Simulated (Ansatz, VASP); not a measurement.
**MoS in VASP and in Ansatz**

```xyz
2
Lattice="0.0000 2.9803 2.9803 2.9803 0.0000 2.9803 2.9803 2.9803 0.0000" Properties=species:S:1:pos:R:3 pbc="T T T"
Mo    0.0000    0.0000    0.0000
S     1.4901    1.4901    1.4901
```

Alike in both runs: functional PBE; k mesh 6 × 6 × 6; occupations gaussian, width 0.1 eV; collinear spin; Hubbard terms Mo d U = 4.38 eV.

Ansatz relaxed the structure, and its values are those at the end. VASP's run is a single point on that final structure, the one shown.

|  | VASP | Ansatz |
| --- | --- | --- |
| version | VASP 6.6.1 | Ansatz 0.2.0 |
| potentials or method | VASP PAW PBE potentials, release 64 (Mo_sv, S), cutoff 520 eV | scalar-relativistic, plane waves, PAW |
| valence electrons in the cell | 20 | 20 |

VASP gave:

```
gap on the k mesh at the Fermi level (eV)                     : none
pressure (GPa)                                                : -1.1
net moment per atom (μB)                                      : 2.00
size of the moment on the site where the two differ most (μB) : 3.56
```

Problem. Which values does Ansatz return?

Solution. gap on the k mesh at the Fermi level (eV): none; pressure (GPa): -0.2; net moment per atom (μB): 2.00; size of the moment on the site where the two differ most (μB): 2.99.

Site moments also hang on the region over which each program counts them. The programs project onto different local orbitals, so the same U acts differently, and such runs can settle in different states. A gap of «none» marks a metal or a gap that the smearing closes. Ansatz's warnings: cell relax basis refresh, filled band counts differ across k points.
